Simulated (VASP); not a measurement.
Input of a VASP 6.6.1 run:

INCAR

```
PREC = Accurate ; ENCUT = 520
EDIFF = 1E-6 ; ISMEAR = 0
SIGMA = 0.15 ; LREAL = False
LASPH = True ; NELM = 80
ALGO = Normal ; ISIF = 2
LWAVE = False ; LCHARG = True
GGA = PS ; LELF = True
LVHAR = True ; NBANDS = 22
```

File KPOINTS:

```
Automatic mesh
0
Gamma
  10 10 10
```

The input POSCAR:

```
GaSb3
1.0
    0.0000000000      3.7436057684      3.6447745761
    3.7436057684      0.0000000000      3.6447745761
    3.7436057684      3.7436057684      0.0000000000
Ga Sb
1 3
Direct
    0.0000000000      0.0000000000      0.0000000000
    0.2500000000      0.2500000000      0.2500000000
    0.7500000000      0.7500000000      0.7500000000
    0.5000000000      0.5000000000      0.5000000000
```

Potentials or basis: VASP PAW PBE potentials, release 64 (Ga_d, Sb).

Command:

```console
$ cat potpaw_PBE.64/Ga_d/POTCAR potpaw_PBE.64/Sb/POTCAR > POTCAR
$ mpirun -np 1 vasp_std > vasp.out
```

**Question.** Predict the band gap on the k mesh.

**Answer.** Zero (bands 14 and 15 overlap by 3.94 eV).

**Question.** Predict the pressure.

**Answer.** -2.9 GPa.

Stress tensor (GPa, compression positive):
```
-3.08  0.00  0.00
 0.00 -3.08  0.00
 0.00  0.00 -2.42
```

Caveat: the PAW data sets were made with another functional, which shifts forces and pressure a little; spin-orbit coupling is left out, which moves the levels of the heavy elements.
